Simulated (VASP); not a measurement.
Runs of VASP 6.6.1 on BiOs. The structure is that of space group Fm-3m (No. 225), or close to it. The cells are those of the table. 

```csv
level,potentials or basis,cell,smearing,gap on the mesh (eV),pressure (GPa)
PBE,"VASP PAW PBE potentials, release 64 (Os, Bi_d)","a = 3.900 Å, angles 60.0°, 2 atoms",gaussian 0.05 eV,none,5.8
PBE,"VASP PAW PBE potentials, release 64 (Os, Bi_d)","a = 3.954 Å, angles 60.0°, 2 atoms",tetrahedron,none,0.5
PBE,"VASP PAW PBE potentials, release 64 (Os, Bi_d)","a = 3.954 Å, angles 60.0°, 2 atoms",gaussian 0.1 eV,none,0.2
LDA,"VASP PAW LDA potentials, release 64 (Os, Bi_d)","a = 3.954 Å, angles 60.0°, 2 atoms",gaussian 0.05 eV,none,-8.0
PBE,"VASP PAW PBE potentials, release 64 (Os, Bi_d)","a = 4.006 Å, angles 60.0°, 2 atoms",gaussian 0.05 eV,none,-4.4
PBEsol,"VASP PAW PBE potentials, release 64 (Os, Bi_d)","a = 3.954 Å, angles 60.0°, 2 atoms",gaussian 0.05 eV,none,-5.3
PBE,"VASP PAW PBE potentials, release 64 (Os, Bi_d)","a = 4.044 Å, angles 60.0°, 2 atoms",gaussian 0.05 eV,none,(a)
PBE,"VASP PAW PBE potentials, release 64 (Os, Bi_d)","a = 3.927 Å, angles 60.0°, 2 atoms",gaussian 0.05 eV,none,(b)
PBE,"VASP PAW PBE potentials, release 64 (Os, Bi_d)","a = 3.880 Å, angles 60.0°, 2 atoms",gaussian 0.05 eV,none,8.3
PBE,"VASP PAW PBE potentials, release 64 (Os, Bi_d)","a = 3.980 Å, angles 60.0°, 2 atoms",gaussian 0.05 eV,none,-2.2
RPBE,"VASP PAW PBE potentials, release 64 (Os, Bi_d)","a = 3.954 Å, angles 60.0°, 2 atoms",gaussian 0.05 eV,none,2.4
PBE,"VASP PAW PBE potentials, release 64 (Os, Bi_d)","a = 3.954 Å, angles 60.0°, 2 atoms",gaussian 0.05 eV,none,0.1
```

Alike in all rows: task single point; no spin polarisation; k mesh 10 × 10 × 10; cutoff (eV) 520.

Task: Estimate the missing entries.

Result: (a) -7.0; (b) 2.8.

Caveats: spin-orbit coupling is left out, which moves the levels of the heavy elements; the cell stands under tension (at least some runs); the cell stands under pressure (at least some runs); the PAW data sets were made with another functional, which shifts forces and pressure a little (at least some runs); tetrahedron occupations give inexact forces and stress in metals (at least some runs).

A k mesh can miss the band edges, and the runs leave out spin-orbit coupling on Bi, Os.

A gap of «none» marks levels without a gap at the run's occupations.
